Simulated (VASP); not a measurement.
# Li16H (a cell with a defect) in VASP: further runs

Li16H (a cell with a defect) is run at these levels: LDA; tasks: single point, relaxation of the atoms.

Everything below comes from runs of VASP 6.6.1. Logs are shortened: lines on timing, memory, paths and dates and some standing lists are left out, and cuts for length are marked.

### Step 1. The cell of the first run

The cell holds a defect, 17 atoms: a = 6.980 Å, b = 6.980 Å, c = 6.980 Å, α = 90.00°, β = 90.00°, γ = 90.00°.

### Step 2. Single point, LDA

INCAR

```
SYSTEM = Li16H
PREC     = Accurate       ! precision mode
ENCUT    = 520            ! plane-wave cutoff, eV
EDIFF    = 1E-6           ! SCF threshold, eV
ISMEAR   = -1             ! smearing method
SIGMA    = 0.1            ! smearing width, eV
LREAL    = Auto         
LASPH    = .True.         ! aspherical terms in the spheres
NELM     = 100            ! most SCF steps
ALGO     = Normal         ! electronic algorithm
ISIF     = 2              ! what is computed and relaxed
LWAVE    = .False.        ! write WAVECAR
LCHARG   = .False.        ! write CHGCAR
GGA      = CA             ! functional
NBANDS   = 38             ! bands
```

KPOINTS

```
Automatic mesh
0
Gamma
  3 3 3
  0 0 0
```

POSCAR

```
Li16H
1.0
    6.9800000000      0.0000000000      0.0000000000
    0.0000000000      6.9800000000      0.0000000000
    0.0000000000      0.0000000000      6.9800000000
Li H
16 1
Direct
    0.0025812591      0.0000294338      0.0222757314
    0.4809594650      0.0003702361     -0.0154086993
   -0.0079924090      0.4997137512      0.0080997854
    0.0025396193      0.0000457769      0.4775653396
    0.2675472096      0.2651003415      0.2499676226
    0.5152297337      0.5003323713     -0.0073821627
    0.4809507917      0.0003778695      0.5152166622
    0.7486262654      0.2244831579      0.2500123101
   -0.0079836301      0.4997245448      0.4917765006
    0.2678134394      0.7368866252      0.2499620188
    0.2360321504      0.2614702017      0.7499729761
    0.5151970555      0.5003421287      0.5072679080
    0.7491218663      0.7773428330      0.2499950539
    0.7564402115      0.2428834197      0.7500396650
    0.2362711523      0.7400410557      0.7499616319
    0.7562219592      0.7584320034      0.7500271597
    0.8797432605      0.0010232497      0.2499037968
```

Potentials or basis: VASP PAW LDA potentials, release 64 (Li_sv, H).

Started as:

```sh
cat potpaw_LDA.64/Li_sv/POTCAR potpaw_LDA.64/H/POTCAR > POTCAR
mpirun -np 1 vasp_std > vasp.out
```

OUTCAR:

```text
SYSTEM = Li16H
   PREC = Accurate
   ENCUT = 520
   EDIFF = 1E-6
   ISMEAR = -1
   LREAL = Auto
   LASPH = .True.
   NELM = 100
   ISIF = 2
   GGA = CA

 ion  position               nearest neighbor table
   1  0.003  0.000  0.022-
   2  0.481  0.000  0.985-
   3  0.992  0.500  0.008-
   4  0.003  0.000  0.478-
   5  0.268  0.265  0.250-
   6  0.515  0.500  0.993-
[... 9 lines left out ...]
  16  0.756  0.758  0.750-
  17  0.880  0.001  0.250-

  LATTYP: Found a simple cubic cell.
 ALAT       =     6.9800000000

  Lattice vectors:

 A1 = (   6.9800000000,   0.0000000000,   0.0000000000)
 A2 = (   0.0000000000,   6.9800000000,   0.0000000000)
 A3 = (   0.0000000000,   0.0000000000,   6.9800000000)

Analysis of symmetry for initial positions (statically):
=====================================================================
 Subroutine PRICEL returns:
 Original cell was already a primitive cell.

 Routine SETGRP: Setting up the symmetry group for a
 simple cubic supercell.

 Subroutine GETGRP returns: Found  1 space group operations
 (whereof  1 operations were pure point group operations)
 out of a pool of 48 trial point group operations.

The static configuration has the point symmetry C_1 .

Analysis of symmetry for dynamics (positions and initial velocities):
=====================================================================
 Subroutine PRICEL returns:
 Original cell was already a primitive cell.

 Routine SETGRP: Setting up the symmetry group for a
 simple cubic supercell.

 Subroutine GETGRP returns: Found  1 space group operations
 (whereof  1 operations were pure point group operations)
 out of a pool of 48 trial point group operations.

The dynamic configuration has the point symmetry C_1 .

 Subroutine INISYM returns: Found  1 space group operations
 (whereof  1 operations are pure point group operations),
 and found     1 'primitive' translations

----------------------------------------------------------------------------------------

                                     Primitive cell

  volume of cell :     340.0684

  direct lattice vectors                    reciprocal lattice vectors
     6.980000000  0.000000000  0.000000000     0.143266476  0.000000000  0.000000000
     0.000000000  6.980000000  0.000000000     0.000000000  0.143266476  0.000000000
     0.000000000  0.000000000  6.980000000     0.000000000  0.000000000  0.143266476

  length of vectors
     6.980000000  6.980000000  6.980000000     0.143266476  0.143266476  0.143266476

  position of ions in fractional coordinates (direct lattice)
     0.002581259  0.000029434  0.022275731
     0.480959465  0.000370236  0.984591301
     0.992007591  0.499713751  0.008099785
     0.002539619  0.000045777  0.477565340
     0.267547210  0.265100342  0.249967623
     0.515229734  0.500332371  0.992617837
[... 9 lines left out ...]
     0.756221959  0.758432003  0.750027160
     0.879743260  0.001023250  0.249903797

  ion indices of the primitive-cell ions
   primitive index   ion index
                 1           1
                 2           2
                 3           3
                 4           4
                 5           5
                 6           6
[... 9 lines left out ...]
                16          16
                17          17

----------------------------------------------------------------------------------------

 KPOINTS: Automatic mesh

Automatic generation of k-mesh.
 Grid dimensions read from file:
 generate k-points for:    3    3    3

 Generating k-lattice:

  Cartesian coordinates                     Fractional coordinates (reciprocal lattice)
     0.047755492  0.000000000  0.000000000     0.333333333  0.000000000  0.000000000
     0.000000000  0.047755492  0.000000000     0.000000000  0.333333333  0.000000000
     0.000000000  0.000000000  0.047755492     0.000000000  0.000000000  0.333333333

  Length of vectors
     0.047755492  0.047755492  0.047755492

  Shift w.r.t. Gamma in fractional coordinates (k-lattice)
     0.000000000  0.000000000  0.000000000

 Subroutine IBZKPT returns following result:
 ===========================================

 Found     14 irreducible k-points:

 Following reciprocal coordinates:
            Coordinates               Weight
  0.000000  0.000000  0.000000      1.000000
  0.333333  0.000000  0.000000      2.000000
  0.000000  0.333333  0.000000      2.000000
  0.000000  0.000000  0.333333      2.000000
  0.333333  0.333333  0.000000      2.000000
  0.000000  0.333333  0.333333      2.000000
  0.333333  0.000000  0.333333      2.000000
 -0.333333  0.333333  0.000000      2.000000
 -0.333333  0.000000  0.333333      2.000000
  0.000000 -0.333333  0.333333      2.000000
  0.333333  0.333333  0.333333      2.000000
 -0.333333  0.333333  0.333333      2.000000
 -0.333333 -0.333333  0.333333      2.000000
  0.333333 -0.333333  0.333333      2.000000
   k-points           NKPTS =     14   k-points in BZ     NKDIM =     14   number of bands    NBANDS=     38
   number of dos      NEDOS =    301   number of ions     NIONS =     17
   total plane-waves  NPLWV = 157464
   dimension x,y,z NGX =    54 NGY =   54 NGZ =   54
   dimension x,y,z NGXF=   108 NGYF=  108 NGZF=  108
   ions per type =              16   1
   NGX,Y,Z   is equivalent  to a cutoff of  12.86, 12.86, 12.86 a.u.
   NGXF,Y,Z  is equivalent  to a cutoff of  25.72, 25.72, 25.72 a.u.
 SYSTEM =  Li16H
   PREC   = accura    normal or accurate (medium, high low for compatibility)
   ISTART =      0    job   : 0-new  1-cont  2-samecut
   ICHARG =      2    charge: 1-file 2-atom 10-const
   ISPIN  =      1    spin polarized calculation?
   LNONCOLLINEAR =      F non collinear calculations
   LSORBIT =      F    spin-orbit coupling
   LASPH  =      T    aspherical Exc in radial PAW
   ENCUT  =  520.0 eV  38.22 Ry    6.18 a.u.  12.98 12.98 12.98*2*pi/ulx,y,z
   NELM   =    100;   NELMIN=  2; NELMDL= -5     # of ELM steps
   EDIFF  = 0.1E-05   stopping-criterion for ELM
   LREAL  =      T    real-space projection
   EDIFFG = 0.1E-04   stopping-criterion for IOM
   NSW    =      0    number of steps for IOM
   IBRION =     -1    ionic relax: 0-MD 1-quasi-New 2-CG
   NFREE  =      0    steps in history (QN), initial steepest desc. (CG)
   ISIF   =      2    stress and relaxation
   ISYM   =      2    0-nonsym 1-usesym 2-fastsym
   POTIM  = 0.5000    time-step for ionic-motion
   TEBEG  =    0.0;   TEEND  =   0.0 temperature during run
   PSTRESS=    0.0 pullay stress
   NELECT =      49.0000    total number of electrons
   NUPDOWN=      -1.0000    fix difference up-down
   EMIN   =  10.00;   EMAX   =-10.00  energy-range for DOS
   EFERMI =   0.00;   METHOD = LEGACY
   ISMEAR =    -1;   SIGMA  =   0.10  broadening in eV -4-tet -1-fermi 0-gaus
   EFERMI_NEDOS =   21; number of points for ismear=-14 and -15
   IALGO  =     38    algorithm
   IMIX   =      4    mixing-type and parameters
     AMIX     =   0.40;   BMIX     =  1.00
     AMIX_MAG =   1.60;   BMIX_MAG =  1.00
  volume/ion in A,a.u.               =      20.00       134.99
  Fermi-wavevector in a.u.,A,eV,Ry     =   0.858258  1.621873 10.022155  0.736608
  Thomas-Fermi vector in A             =   1.975436
   LORBIT       =      0    0 simple, 1 ext, 2 COOP (PROOUT), +10 PAW based schemes
   GGA     = CA    functional components
   LHFCALC =     F    Hartree Fock is set to
   AEXX    =    0.0000 exact exchange contribution
   IVDW    =     0    specifies the selected vdW correction
   LEPSILON=     F    determine dielectric tensor
   LRPA    =     F    only Hartree local field effects (RPA)
 non-spin polarized calculation
  energy-cutoff  :      520.00
  volume of cell :      340.07
 maximum number of plane-waves:      9180
 NGX is ok and might be reduce to    54
   NGX = 25   NGY = 25   NGZ = 25

 number of electron      48.9999976 magnetization

 Free energy of the ion-electron system (eV)
  ---------------------------------------------------
  ext. energy  EPLUGINS =         0.00000000
  ---------------------------------------------------
  free energy    TOTEN  =       -36.71129251 eV

  energy without entropy =      -36.42910889  energy(sigma->0) =      -36.57020070

 E-fermi :   0.4599     XC(G=0):  -7.0689

 val. band max:        0.4487202775   @ k =  -0.3333   0.0000   0.3333
 cond. band min:       0.4801156994   @ k =  -0.3333   0.0000   0.3333
 fundamental gap:      0.0313954219
 Fermi energy:         0.4599280930

 k-point     1 :       0.0000    0.0000    0.0000
  band No.  band energies     occupation
      1     -45.2793      2.00000
      2     -45.2760      2.00000
      3     -45.2627      2.00000
      4     -45.2615      2.00000
      5     -45.2094      2.00000
      6     -45.2054      2.00000
[... 28 lines left out ...]
     35       3.6157      0.00000
     36       3.7350      0.00000

 k-point     2 :       0.3333    0.0000    0.0000
  band No.  band energies     occupation
      1     -45.2792      2.00000
      2     -45.2760      2.00000
      3     -45.2627      2.00000
      4     -45.2615      2.00000
      5     -45.2093      2.00000
      6     -45.2055      2.00000
[... 28 lines left out ...]
     35       3.7193      0.00000
     36       3.7195      0.00000

 k-point     3 :       0.0000    0.3333    0.0000
  band No.  band energies     occupation
      1     -45.2785      2.00000
      2     -45.2769      2.00000
      3     -45.2626      2.00000
      4     -45.2615      2.00000
      5     -45.2092      2.00000
      6     -45.2055      2.00000
[... 28 lines left out ...]
     35       3.7356      0.00000
     36       3.7429      0.00000
[... 352 lines left out ...]
 k-point    13 :      -0.3333   -0.3333    0.3333
  band No.  band energies     occupation
      1     -45.2784      2.00000
      2     -45.2768      2.00000
      3     -45.2633      2.00000
      4     -45.2610      2.00000
      5     -45.2087      2.00000
      6     -45.2061      2.00000
[... 28 lines left out ...]
     35       3.6322      0.00000
     36       3.7881      0.00000

 k-point    14 :       0.3333   -0.3333    0.3333
  band No.  band energies     occupation
      1     -45.2784      2.00000
      2     -45.2768      2.00000
      3     -45.2633      2.00000
      4     -45.2610      2.00000
      5     -45.2087      2.00000
      6     -45.2061      2.00000
[... 28 lines left out ...]
     35       3.6321      0.00000
     36       3.7888      0.00000
 [bands above 36 left out]

------------------------ aborting loop because EDIFF is reached ----------------------------------------

  FORCE on cell =-STRESS in cart. coord.  units (eV):
  Direction    XX          YY          ZZ          XY          YZ          ZX
  --------------------------------------------------------------------------------------
  -------------------------------------------------------------------------------------
  Total       -3.2272764     -3.1038409     -3.1173745      0.0075798     -0.0012227      0.0004865
  in kB      -15.2047918    -14.6232454    -14.6870065      0.0357109     -0.0057606      0.0022923
  external PRESSURE =     -14.8383479 kB  Pullay stress =       0.0000000 kB

 VOLUME and BASIS-vectors are now :
 -----------------------------------------------------------------------------
  energy-cutoff  :      520.00
  volume of cell :      340.07
      direct lattice vectors                 reciprocal lattice vectors
     6.980000000  0.000000000  0.000000000     0.143266476  0.000000000  0.000000000
     0.000000000  6.980000000  0.000000000     0.000000000  0.143266476  0.000000000
     0.000000000  0.000000000  6.980000000     0.000000000  0.000000000  0.143266476

 POSITION                                       TOTAL-FORCE (eV/Angst)
 -----------------------------------------------------------------------------------
      0.01802      0.00021      0.15548        -0.000323      0.007924     -0.000237
      3.35710      0.00258      6.87245         0.003922      0.004489      0.002524
      6.92421      3.48800      0.05654        -0.001316      0.011258      0.000614
      0.01773      0.00032      3.33341         0.000035      0.007745      0.001758
      1.86748      1.85040      1.74477        -0.001287     -0.011114     -0.000758
      3.59630      3.49232      6.92847        -0.002515      0.005216      0.001962
[... 9 lines left out ...]
      5.27843      5.29386      5.23519         0.001737     -0.006559     -0.001500
      6.14061      0.00714      1.74433        -0.005365     -0.003432      0.000413
 -----------------------------------------------------------------------------------
    total drift:                                0.005362     -0.007016      0.002853

  FREE ENERGIE OF THE ION-ELECTRON SYSTEM (eV)
  ---------------------------------------------------
  free  energy   TOTEN  =       -36.7112925099 eV

  energy  without entropy=      -36.4291088950  energy(sigma->0) =      -36.57020070
```

It took 2 min on 1 thread of Intel Xeon 6975P-C (Granite Rapids), shared host; peak memory 0.34 GiB.

Results:

- Free energy: -36.7113 eV
- Largest force: 0.014 eV/Å

Forces on the atoms (eV/Å):
```
Li   0.000  0.008  0.000
Li   0.004  0.004  0.003
Li  -0.001  0.011  0.001
Li   0.000  0.008  0.002
Li  -0.001 -0.011 -0.001
Li  -0.003  0.005  0.002
Li   0.005  0.004  0.000
Li   0.002 -0.014 -0.001
Li  -0.001  0.010  0.001
Li  -0.004 -0.002  0.000
Li   0.007 -0.009  0.000
Li  -0.002  0.005 -0.001
Li  -0.002 -0.004 -0.001
Li  -0.002 -0.003 -0.002
Li   0.002 -0.003 -0.001
Li   0.002 -0.007 -0.002
H   -0.005 -0.003  0.000
```

Caveat: the cutoff is under 1.25 times the usual one of these potentials, so pressure, stress and relaxed cells hold a basis-set (Pulay) error.

### Step 3. Relaxation of the atoms, LDA

INCAR

```
PREC = Accurate ; ENCUT = 520
EDIFF = 1E-6 ; ISMEAR = -1
SIGMA = 0.1 ; LREAL = Auto
LASPH = T ; NELM = 100
ALGO = Normal ; ISIF = 2
LWAVE = F ; LCHARG = F
GGA = CA ; IBRION = 2
NSW = 80 ; EDIFFG = -0.03
```

KPOINTS

```
Automatic mesh
0
Gamma
  3 3 3
```

POSCAR

```
Li16H
1.0
    6.9800000000      0.0000000000      0.0000000000
    0.0000000000      6.9800000000      0.0000000000
    0.0000000000      0.0000000000      6.9800000000
Li H
16 1
Direct
    0.0000000000      0.0000000000      0.0000000000
    0.5000000000      0.0000000000      0.0000000000
    0.0000000000      0.5000000000      0.0000000000
    0.0000000000      0.0000000000      0.5000000000
    0.2500000000      0.2500000000      0.2500000000
    0.5000000000      0.5000000000      0.0000000000
    0.5000000000      0.0000000000      0.5000000000
    0.7500000000      0.2500000000      0.2500000000
    0.0000000000      0.5000000000      0.5000000000
    0.2500000000      0.7500000000      0.2500000000
    0.2500000000      0.2500000000      0.7500000000
    0.5000000000      0.5000000000      0.5000000000
    0.7500000000      0.7500000000      0.2500000000
    0.7500000000      0.2500000000      0.7500000000
    0.2500000000      0.7500000000      0.7500000000
    0.7500000000      0.7500000000      0.7500000000
    0.8792994000      0.0085990000      0.2492533000
```

Potentials or basis: VASP PAW LDA potentials, release 64 (Li_sv, H).

Started as:

```sh
cat potpaw_LDA.64/Li_sv/POTCAR potpaw_LDA.64/H/POTCAR > POTCAR
mpirun -np 1 vasp_std > vasp.out
```

Wall time 7.9 min (1 thread of Intel Xeon 6975P-C (Granite Rapids), shared host); peak memory 0.34 GiB.

Results (log left out):

* Free energy: -36.7006 eV
* Energy gained by relaxing: 4.1 meV/atom
* Ionic steps: 8
* Largest force after relaxing: 0.027 eV/Å

Forces on the atoms (eV/Å):
```
Li   0.008 -0.002  0.002
Li  -0.016  0.000 -0.007
Li   0.002 -0.001  0.009
Li   0.006 -0.003 -0.005
Li   0.023  0.014  0.000
Li   0.017  0.001  0.002
Li  -0.016  0.000  0.007
Li  -0.013  0.006  0.000
Li   0.002 -0.001 -0.010
Li   0.020 -0.005  0.000
Li  -0.018  0.005  0.001
Li   0.017  0.001 -0.003
Li  -0.015 -0.010  0.000
Li  -0.004 -0.004  0.000
Li  -0.019  0.001  0.000
Li  -0.004  0.009  0.000
H    0.010 -0.010  0.004
```

The path:
```csv
step,energy change (eV),largest force (eV/Å),pressure (GPa)
1,0.0000,0.2904,-1.75
2,-0.0128,0.2635,-1.73
3,-0.0432,0.1777,-1.68
4,-0.0627,0.0633,-1.56
5,-0.0636,0.0494,-1.59
6,-0.0637,0.0502,-1.58
7,-0.0656,0.0443,-1.58
8,-0.0693,0.0269,-1.57
```

Final structure:
```
Li H
1.0
     6.98000    0.00000    0.00000
     0.00000    6.98000    0.00000
     0.00000    0.00000    6.98000
Li H
16 1
Direct
  0.99179 0.00086 0.01192
  0.49545 0.00012 0.99666
  0.00236 0.50052 0.99621
  0.99174 0.00095 0.48796
  0.25381 0.25262 0.24998
  0.50238 0.50036 0.00196
  0.49541 0.00011 0.50340
  0.75907 0.23690 0.24994
  0.00236 0.50053 0.50378
  0.25452 0.74670 0.24998
  0.24827 0.24868 0.74996
  0.50239 0.50032 0.49800
  0.76011 0.76567 0.24994
  0.74720 0.25406 0.74994
  0.24769 0.75218 0.74996
  0.74732 0.74604 0.74993
  0.87742 0.00198 0.24972
```

Levels at points of the mesh, in eV from the Fermi level:
```
           k point  band 21  band 22  band 23  band 24  band 25  band 26  band 27  band 28
(0.00, 0.00, 0.00)    -1.09    -1.07    -1.00    -0.30     0.25     0.25     0.25     0.25
```

Caveat: the cutoff is under 1.25 times the usual one of these potentials, so pressure, stress and relaxed cells hold a basis-set (Pulay) error.

### Step 4. Single point, LDA

INCAR

```
PREC = Accurate ; ENCUT = 520
EDIFF = 1E-6 ; ISMEAR = -1
SIGMA = 0.1 ; LREAL = Auto
LASPH = True ; NELM = 100
ALGO = Normal ; ISIF = 2
LWAVE = False ; LCHARG = False
GGA = CA ; NBANDS = 38
```

KPOINTS

```
regular mesh
0
Gamma
  3 3 3
```

POSCAR

```
Li16H
1.0
    6.9800000000      0.0000000000      0.0000000000
    0.0000000000      6.9800000000      0.0000000000
    0.0000000000      0.0000000000      6.9800000000
Li H
16 1
Direct
    0.0025812321      0.0000293696      0.0222757880
    0.4809594556      0.0003702006     -0.0154087393
   -0.0079924069      0.4997137536      0.0080998567
    0.0025396848      0.0000458453      0.4775653295
    0.2675472779      0.2651002865      0.2499676218
    0.5152297994      0.5003323782     -0.0073820917
    0.4809508596      0.0003779370      0.5152166189
    0.7486262178      0.2244830946      0.2500123209
   -0.0079836676      0.4997244986      0.4917765043
    0.2678134670      0.7368866762      0.2499620344
    0.2360320917      0.2614702006      0.7499729226
    0.5151969914      0.5003421203      0.5072679083
    0.7491219198      0.7773428367      0.2499949857
    0.7564402579      0.2428833811      0.7500396848
    0.2362712034      0.7400411175      0.7499616046
    0.7562219198      0.7584319484      0.7500272206
    0.8797432665      0.0010232092      0.2499038682
```

Started as:

```sh
cat potpaw_LDA.64/Li_sv/POTCAR potpaw_LDA.64/H/POTCAR > POTCAR
mpirun -np 1 vasp_std > vasp.out
```

It took 2 min on 1 thread of Intel Xeon 6975P-C (Granite Rapids), shared host; peak memory 0.35 GiB.

The run converged. Its results:

```
Free energy   : -36.7113 eV
Largest force : 0.014 eV/Å
```

Forces on the atoms (eV/Å):
```
Li   0.000  0.008  0.000
Li   0.004  0.004  0.003
Li  -0.001  0.011  0.001
Li   0.000  0.008  0.002
Li  -0.001 -0.011 -0.001
Li  -0.003  0.005  0.002
Li   0.005  0.004  0.000
Li   0.002 -0.014 -0.001
Li  -0.001  0.010  0.001
Li  -0.004 -0.002  0.000
Li   0.007 -0.009  0.000
Li  -0.002  0.005 -0.001
Li  -0.002 -0.004 -0.001
Li  -0.002 -0.003 -0.002
Li   0.002 -0.003 -0.001
Li   0.002 -0.007 -0.002
H   -0.005 -0.003  0.000
```

Levels at points of the mesh, in eV from the Fermi level:
| k point | band 22 | band 23 | band 24 | band 25 | band 26 | band 27 |
| --- | --- | --- | --- | --- | --- | --- |
| (0.00, 0.00, 0.00) | -1.06 | -1.01 | -0.30 | 0.26 | 0.27 | 0.28 |

Caveat: the cutoff is under 1.25 times the usual one of these potentials, so pressure, stress and relaxed cells hold a basis-set (Pulay) error.

[end of part 1 of 2]
